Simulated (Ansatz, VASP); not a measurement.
**ZrGaH3: VASP beside Ansatz**

INCAR

```
SYSTEM = ZrGaH3
PREC = Accurate ; ENCUT = 600
EDIFF = 1E-6 ; ISMEAR = 0
SIGMA = 0.1 ; LREAL = .FALSE.
LASPH = .TRUE. ; NELM = 100
ALGO = Normal ; ISIF = 3
LWAVE = .FALSE. ; LCHARG = .FALSE.
GGA = PE ; IBRION = 2
NSW = 90 ; EDIFFG = -0.04
```

File KPOINTS:

```
Automatic mesh
0
G
  6 6 4
  0 0 0
```

POSCAR

```
ZrGaH3
1.0
    3.2671800400      0.0000000000      0.0000000000
   -1.6335900200      2.8294609200      0.0000000000
    0.0000000000      0.0000000000      4.3885796400
Zr Ga H
1 1 3
Direct
    0.0000000000      0.0000000000      0.5000000000
    0.0000000000      0.0000000000      0.0000000000
    0.5000000000      0.0000000000      0.5000000000
    0.0000000000      0.5000000000      0.5000000000
    0.5000000000      0.5000000000      0.5000000000
```

Input for Ansatz:

```yaml
crystal:
  lattice:
    - [3.26718004, 0.0, 0.0]
    - [-1.63359002, 2.82946092, 0.0]
    - [0.0, 0.0, 4.38857964]
  atoms:
    - { symbol: Zr, position: [0.0, 0.0, 0.5] }
    - { symbol: Ga, position: [0.0, 0.0, 0.0] }
    - { symbol: H, position: [0.5, 0.0, 0.5] }
    - { symbol: H, position: [0.0, 0.5, 0.5] }
    - { symbol: H, position: [0.5, 0.5, 0.5] }
basis:
  ecutwfc: 420
kpoints:
  mp_grid: { grid: [6, 6, 4] }
hamiltonian:
  xc: pbe
scf:
  occupations: { method: gaussian, width: 0.1 }
  lower_state_search: "off"
output:
  forces: true
  stress: true
  eigenvalues: true
relax:
  adjacent_minimum: "off"
  f_tol: 0.04
  max_steps: 70
  cell: { stress_tol: 0.4 }
```

Alike in both runs: task relaxation of cell and atoms; functional PBE; k mesh 6 × 6 × 4; occupations gaussian, width 0.1 eV; no spin polarisation.

```csv
,VASP,Ansatz
version,VASP 6.6.1,Ansatz 0.2.0
potentials or method,"VASP PAW PBE potentials, release 64 (Zr_sv, Ga_d, H), cutoff 600 eV","scalar-relativistic, plane waves, PAW"
valence electrons in the cell,28,28
```

|  | VASP | Ansatz | Ansatz less VASP |
| --- | --- | --- | --- |
| gap on the k mesh at the Fermi level, each at its own relaxed structure (eV) | none | none | - |
| relaxed volume (Å³/atom) | 15.05 | 15.19 | +0.137 |
| relaxed cell length with the largest relative difference (Å) | 5.731 | 5.750 | +0.0189 |

A gap of «none» marks a metal or a gap that the smearing closes.

The k mesh is coarse, so the values compare programs but aren't converged. Noted on VASP's run: the volume moved by over 15 % at a fixed basis, so the end points are rough.
